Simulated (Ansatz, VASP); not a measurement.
One calculation of NaHF2, two programs

The input INCAR:

```
PREC = Accurate ; ENCUT = 520
EDIFF = 1E-6 ; ISMEAR = -1
SIGMA = 0.02 ; LREAL = F
LASPH = T ; NELM = 60
ALGO = Normal ; ISIF = 2
LWAVE = F ; LCHARG = F
NBANDS = 19
```

File KPOINTS:

```
Automatic mesh
0
Gamma
  10 10 10
```

The input POSCAR:

```
NaHF2
1.0
    1.7168445641      0.9912206713      4.6077364003
   -1.7168445641      0.9912206713      4.6077364003
    0.0000000000     -1.9824413425      4.6077364003
Na H F
1 1 2
Direct
    0.0000000000      0.0000000000      0.0000000000
    0.5000000000      0.5000000000      0.5000000000
    0.4100000000      0.4100000000      0.4100000000
    0.5900000000      0.5900000000      0.5900000000
```

Input for Ansatz:

```yaml
crystal:
  lattice:
    - [1.7168445641, 0.9912206713, 4.6077364003]
    - [-1.7168445641, 0.9912206713, 4.6077364003]
    - [0.0, -1.9824413425, 4.6077364003]
  atoms:
    - { symbol: Na, position: [0.0, 0.0, 0.0] }
    - { symbol: H, position: [0.5, 0.5, 0.5] }
    - { symbol: F, position: [0.41, 0.41, 0.41] }
    - { symbol: F, position: [0.59, 0.59, 0.59] }
kpoints:
  mp_grid: { grid: [10, 10, 10] }
  band_path:
    path:
      - [0.0, 0.0, 0.0]
      - [0.5, 0.5, 0.5]
      - [0.8024819821, 0.1975180179, 0.5]
      - [0.5, -0.1975180179, 0.1975180179]
      - [0.5, 0.0, 0.0]
      - [0.0, 0.0, 0.0]
      - [0.3487590089, -0.3487590089, 0.0]
      - [0.6512409911, 0.0, 0.3487590089]
      - [0.5, 0.0, 0.5]
    npoints: 5
scf:
  occupations: { method: fermi_dirac, width: 0.02 }
hamiltonian:
  xc: lda
  pseudopotentials: { kind: all_electron, lapw: { basis_error: 0.001 } }
output:
  forces: true
  stress: true
  eigenvalues: true
```

Change from the starting cell: volume scaled by 0.98.

Alike in both runs: task single point; functional LDA; k mesh 10 × 10 × 10; occupations fermi-dirac, width 0.02 eV; no spin polarisation.

|  | VASP | Ansatz |
| --- | --- | --- |
| version | VASP 6.6.1 | Ansatz 0.2.0 |
| potentials or method | VASP PAW LDA potentials, release 64 (Na_pv, H, F), cutoff 520 eV | all-electron LAPW, scalar-relativistic |

Ansatz gave:

- gap on the k mesh at the Fermi level (eV): 6.42
- pressure (GPa): -6.2
- traceless stress, the component that is largest in VASP (GPa): -10.88
- rms of the force components (eV/Å): 0.867

Estimate VASP's values.

gap on the k mesh at the Fermi level (eV): 6.39; pressure (GPa): -6.3; traceless stress, the component that is largest in VASP (GPa): -10.49; rms of the force components (eV/Å): 0.846.

LDA's correlation is that of Perdew and Zunger in VASP and of Perdew and Wang (1992) in Ansatz. Atom by atom the forces differ by 0.020 eV/Å (rms over components). Ansatz ran all-electron here, and VASP with PAW potentials.
